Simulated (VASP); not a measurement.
# HgTe in VASP: further runs

The runs below take HgTe through single point, with r2SCAN.

All numbers are computed with VASP 6.6.1; they aren't measurements. Logs are shortened: lines on timing, memory, paths and dates and some standing lists are left out, and cuts for length are marked.

**1. The cell of the first run**

Symmetry: F-43m, No. 216, cubic system. Conventional cell: a = 6.254 Å, b = 6.254 Å, c = 6.254 Å, α = 90.00°, β = 90.00°, γ = 90.00°. Hg (site symmetry -43m) has 4 Te at 2.71 Å within 3.6 Å. Te (site symmetry -43m) has 4 Hg at 2.71 Å within 3.6 Å.

**2. Single point, r2SCAN (strain -0.030 along x and y, -0.030 along z)**

Input file POSCAR:

```
HgTe
1.0
    0.0000000000      3.1267950000      3.1267950000
    3.1267950000      0.0000000000      3.1267950000
    3.1267950000      3.1267950000      0.0000000000
Hg Te
1 1
Direct
    0.0000000000      0.0000000000      0.0000000000
    0.7500000000      0.7500000000      0.7500000000
```

Input file INCAR.step1:

```
SYSTEM = HgTe
ALGO = Normal ; EDIFF = 1E-4
ENCUT = 520 ; GGA = PE
ISMEAR = 0 ; LASPH = .True.
LCHARG = .False. ; LREAL = .False.
LWAVE = .True. ; NBANDS = 16
NELM = 100 ; PREC = Accurate
SIGMA = 0.15
```

Input file INCAR.step2:

```
SYSTEM = HgTe
ALGO = Normal ; EDIFF = 1E-6
ENCUT = 520 ; ISIF = 2
ISMEAR = 0 ; ISTART = 1
LASPH = .True. ; LCHARG = .False.
LMIXTAU = .True. ; LREAL = .False.
LWAVE = .False. ; METAGGA = R2SCAN
NBANDS = 16 ; NELM = 100
PREC = Accurate ; SIGMA = 0.15
```

Input file KPOINTS:

```
k-points
0
Gamma
  14 14 14
  0 0 0
```

Potentials or basis: VASP PAW PBE potentials, release 64 (Hg, Te).

The run is started by

```bash
$ cat potpaw_PBE.64/Hg/POTCAR potpaw_PBE.64/Te/POTCAR > POTCAR
$ cp INCAR.step1 INCAR
$ mpirun -np 1 vasp_std > vasp.out
$ cp INCAR.step2 INCAR
$ mpirun -np 1 vasp_std > vasp.out
```

OUTCAR:

```text
SYSTEM = HgTe
   EDIFF = 1E-6
   ENCUT = 520
   ISIF = 2
   ISMEAR = 0
   ISTART = 1
   LASPH = .True.
   LREAL = .False.
   METAGGA = R2SCAN
   NELM = 100
   PREC = Accurate

 ion  position               nearest neighbor table
   1  0.000  0.000  0.000-   2 2.71   2 2.71   2 2.71   2 2.71
   2  0.750  0.750  0.750-   1 2.71   1 2.71   1 2.71   1 2.71

  LATTYP: Found a face centered cubic cell.
 ALAT       =     6.2535900000

  Lattice vectors:

 A1 = (   0.0000000000,   3.1267950000,   3.1267950000)
 A2 = (   3.1267950000,   0.0000000000,   3.1267950000)
 A3 = (   3.1267950000,   3.1267950000,   0.0000000000)

Analysis of symmetry for initial positions (statically):
=====================================================================
 Subroutine PRICEL returns:
 Original cell was already a primitive cell.

 Routine SETGRP: Setting up the symmetry group for a
 face centered cubic supercell.

 Subroutine GETGRP returns: Found 24 space group operations
 (whereof 24 operations were pure point group operations)
 out of a pool of 48 trial point group operations.

The static configuration has the point symmetry T_d .

Analysis of symmetry for dynamics (positions and initial velocities):
=====================================================================
 Subroutine PRICEL returns:
 Original cell was already a primitive cell.

 Routine SETGRP: Setting up the symmetry group for a
 face centered cubic supercell.

 Subroutine GETGRP returns: Found 24 space group operations
 (whereof 24 operations were pure point group operations)
 out of a pool of 48 trial point group operations.

The dynamic configuration has the point symmetry T_d .

 Subroutine INISYM returns: Found 24 space group operations
 (whereof 24 operations are pure point group operations),
 and found     1 'primitive' translations

----------------------------------------------------------------------------------------

                                     Primitive cell

  volume of cell :      61.1404

  direct lattice vectors                    reciprocal lattice vectors
     0.000000000  3.126795000  3.126795000    -0.159908149  0.159908149  0.159908149
     3.126795000  0.000000000  3.126795000     0.159908149 -0.159908149  0.159908149
     3.126795000  3.126795000  0.000000000     0.159908149  0.159908149 -0.159908149

  length of vectors
     4.421955896  4.421955896  4.421955896     0.276969038  0.276969038  0.276969038

  position of ions in fractional coordinates (direct lattice)
     0.000000000  0.000000000  0.000000000
     0.750000000  0.750000000  0.750000000

  ion indices of the primitive-cell ions
   primitive index   ion index
                 1           1
                 2           2

----------------------------------------------------------------------------------------

 KPOINTS: k-points

Automatic generation of k-mesh.
 Grid dimensions read from file:
 generate k-points for:   14   14   14

 Generating k-lattice:

  Cartesian coordinates                     Fractional coordinates (reciprocal lattice)
    -0.011422011  0.011422011  0.011422011     0.071428571  0.000000000  0.000000000
     0.011422011 -0.011422011  0.011422011     0.000000000  0.071428571  0.000000000
     0.011422011  0.011422011 -0.011422011     0.000000000  0.000000000  0.071428571

  Length of vectors
     0.019783503  0.019783503  0.019783503

  Shift w.r.t. Gamma in fractional coordinates (k-lattice)
     0.000000000  0.000000000  0.000000000

 Subroutine IBZKPT returns following result:
 ===========================================

 Found    104 irreducible k-points:

 Following reciprocal coordinates:
            Coordinates               Weight
  0.000000  0.000000  0.000000      1.000000
  0.071429  0.000000  0.000000      8.000000
  0.142857  0.000000  0.000000      8.000000
  0.214286  0.000000  0.000000      8.000000
  0.285714  0.000000  0.000000      8.000000
  0.357143  0.000000  0.000000      8.000000
[... 16 lines left out ...]
  0.214286  0.142857  0.000000     24.000000
  0.285714  0.142857  0.000000     24.000000
 [... further k-points ...]
   k-points           NKPTS =    104   k-points in BZ     NKDIM =    104   number of bands    NBANDS=     16
   number of dos      NEDOS =    301   number of ions     NIONS =      2
   total plane-waves  NPLWV =  46656
   dimension x,y,z NGX =    36 NGY =   36 NGZ =   36
   dimension x,y,z NGXF=    72 NGYF=   72 NGZF=   72
   ions per type =               1   1
   NGX,Y,Z   is equivalent  to a cutoff of  13.53, 13.53, 13.53 a.u.
   NGXF,Y,Z  is equivalent  to a cutoff of  27.07, 27.07, 27.07 a.u.
 SYSTEM =  HgTe
   PREC   = accura    normal or accurate (medium, high low for compatibility)
   ISTART =      1    job   : 0-new  1-cont  2-samecut
   ICHARG =      0    charge: 1-file 2-atom 10-const
   ISPIN  =      1    spin polarized calculation?
   LNONCOLLINEAR =      F non collinear calculations
   LSORBIT =      F    spin-orbit coupling
   LASPH  =      T    aspherical Exc in radial PAW
   ENCUT  =  520.0 eV  38.22 Ry    6.18 a.u.   8.22  8.22  8.22*2*pi/ulx,y,z
   NELM   =    100;   NELMIN=  2; NELMDL=  0     # of ELM steps
   EDIFF  = 0.1E-05   stopping-criterion for ELM
   LREAL  =      F    real-space projection
   EDIFFG = 0.1E-04   stopping-criterion for IOM
   NSW    =      0    number of steps for IOM
   IBRION =     -1    ionic relax: 0-MD 1-quasi-New 2-CG
   NFREE  =      0    steps in history (QN), initial steepest desc. (CG)
   ISIF   =      2    stress and relaxation
   ISYM   =      2    0-nonsym 1-usesym 2-fastsym
   POTIM  = 0.5000    time-step for ionic-motion
   TEBEG  =    0.0;   TEEND  =   0.0 temperature during run
   PSTRESS=    0.0 pullay stress
   NELECT =      18.0000    total number of electrons
   NUPDOWN=      -1.0000    fix difference up-down
   EMIN   =  10.00;   EMAX   =-10.00  energy-range for DOS
   EFERMI =   0.00;   METHOD = LEGACY
   ISMEAR =     0;   SIGMA  =   0.15  broadening in eV -4-tet -1-fermi 0-gaus
   EFERMI_NEDOS =   21; number of points for ismear=-14 and -15
   IALGO  =     38    algorithm
   IMIX   =      4    mixing-type and parameters
     AMIX     =   0.40;   BMIX     =  1.00
     AMIX_MAG =   1.60;   BMIX_MAG =  1.00
  volume/ion in A,a.u.               =      30.57       206.30
  Fermi-wavevector in a.u.,A,eV,Ry     =   1.089071  2.058046 16.137544  1.186076
  Thomas-Fermi vector in A             =   2.225266
   LORBIT       =      0    0 simple, 1 ext, 2 COOP (PROOUT), +10 PAW based schemes
   METAGGA = R2SCAN    functional components
   LHFCALC =     F    Hartree Fock is set to
   AEXX    =    0.0000 exact exchange contribution
   IVDW    =     0    specifies the selected vdW correction
   LEPSILON=     F    determine dielectric tensor
   LRPA    =     F    only Hartree local field effects (RPA)
 non-spin polarized calculation
 Gauss-broadening in eV      SIGMA  =   0.15
  energy-cutoff  :      520.00
  volume of cell :       61.14
 maximum number of plane-waves:      1676
 NGX is ok and might be reduce to    36
   NGX = 17   NGY = 17   NGZ = 17

 number of electron      18.0000002 magnetization

 Free energy of the ion-electron system (eV)
  ---------------------------------------------------
  ext. energy  EPLUGINS =         0.00000000
  ---------------------------------------------------
  free energy    TOTEN  =       -74.92614786 eV

  energy without entropy =      -74.92598249  energy(sigma->0) =      -74.92606518

 E-fermi :   4.1412     XC(G=0):  -9.8073

 val. band max:        4.0155483120   @ k =   0.0000   0.0000   0.0000
 cond. band min:       4.6954344051   @ k =   0.0714   0.0000   0.0000
 fundamental gap:      0.6798860931
 Fermi energy:         4.1411652545

 k-point     1 :       0.0000    0.0000    0.0000
  band No.  band energies     occupation
      1      -9.2175      2.00000
      2      -4.2963      2.00000
      3      -4.2963      2.00000
      4      -4.2963      2.00000
      5      -3.5844      2.00000
      6      -3.5844      2.00000
[... 8 lines left out ...]
     15      14.1820      0.00000
     16      14.1820      0.00000

 k-point     2 :       0.0714    0.0000    0.0000
  band No.  band energies     occupation
      1      -9.1846      2.00000
      2      -4.2878      2.00000
      3      -4.2867      2.00000
      4      -4.2867      2.00000
      5      -3.5856      2.00000
      6      -3.5856      2.00000
[... 8 lines left out ...]
     15      13.5723      0.00000
     16      13.5723      0.00000

 k-point     3 :       0.1429    0.0000    0.0000
  band No.  band energies     occupation
      1      -9.0905      2.00000
      2      -4.2602      2.00000
      3      -4.2602      2.00000
      4      -4.2559      2.00000
      5      -3.5881      2.00000
      6      -3.5881      2.00000
[... 8 lines left out ...]
     15      13.0965      0.00000
     16      13.0965      0.00000

 k-point     4 :       0.2143    0.0000    0.0000
  band No.  band energies     occupation
      1      -8.9494      2.00000
      2      -4.2238      2.00000
      3      -4.2238      2.00000
      4      -4.1824      2.00000
      5      -3.5884      2.00000
      6      -3.5884      2.00000
[... 8 lines left out ...]
     15      12.9126      0.00000
     16      12.9126      0.00000
[... 324 lines left out ...]
 k-point    22 :       0.1429    0.1429    0.0000
  band No.  band energies     occupation
      1      -9.0476      2.00000
      2      -4.2892      2.00000
      3      -4.2250      2.00000
      4      -4.2250      2.00000
      5      -3.6104      2.00000
      6      -3.5689      2.00000
[... 8 lines left out ...]
     15      12.6240      0.00000
     16      14.2731      0.00000

 k-point    23 :       0.2143    0.1429    0.0000
  band No.  band energies     occupation
      1      -8.9418      2.00000
      2      -4.2685      2.00000
      3      -4.1857      2.00000
      4      -4.1800      2.00000
      5      -3.6176      2.00000
      6      -3.5623      2.00000
[... 8 lines left out ...]
     15      13.3231      0.00000
     16      14.0722      0.00000

 k-point    24 :       0.2857    0.1429    0.0000
  band No.  band energies     occupation
      1      -8.7995      2.00000
      2      -4.2229      2.00000
      3      -4.1437      2.00000
      4      -4.1028      2.00000
      5      -3.6133      2.00000
      6      -3.5558      2.00000
[... 8 lines left out ...]
     15      13.5958      0.00000
     16      14.0207      0.00000

 [... further k-points ...]
[... 5 lines left out ...]
  --------------------------------------------------------------------------------------
  -------------------------------------------------------------------------------------
  Total        3.3844955      3.3844955      3.3844955      0.0000000     -0.0000000     -0.0000000
  in kB       88.6903360     88.6903360     88.6903360      0.0000000     -0.0000000     -0.0000000
  external PRESSURE =      88.6903360 kB  Pullay stress =       0.0000000 kB

 VOLUME and BASIS-vectors are now :
 -----------------------------------------------------------------------------
  energy-cutoff  :      520.00
  volume of cell :       61.14
      direct lattice vectors                 reciprocal lattice vectors
     0.000000000  3.126795000  3.126795000    -0.159908149  0.159908149  0.159908149
     3.126795000  0.000000000  3.126795000     0.159908149 -0.159908149  0.159908149
     3.126795000  3.126795000  0.000000000     0.159908149  0.159908149 -0.159908149

 POSITION                                       TOTAL-FORCE (eV/Angst)
 -----------------------------------------------------------------------------------
      0.00000      0.00000      0.00000        -0.000000      0.000000      0.000000
      4.69019      4.69019      4.69019         0.000000      0.000000     -0.000000
 -----------------------------------------------------------------------------------
    total drift:                                0.000000      0.000000      0.000000

  FREE ENERGIE OF THE ION-ELECTRON SYSTEM (eV)
  ---------------------------------------------------
  free  energy   TOTEN  =       -74.9261478641 eV

  energy  without entropy=      -74.9259824871  energy(sigma->0) =      -74.92606518
```

It took 5.1 min on 1 thread of Intel Xeon Platinum 8488C (Sapphire Rapids), shared host; peak memory 0.28 GiB.

What came out:

```
Free energy            : -74.9261 eV
Pressure               : 8.9 GPa
Band gap on the k mesh : zero (filled and empty bands touch)
```

Caveat: the cell differs from its parent crystal (strain -0.030 along x and y, -0.030 along z); the PAW data sets were made with another functional, which shifts forces and pressure a little; spin-orbit coupling is left out, which moves the levels of the heavy elements.

(Continued in part 2 of 2.)
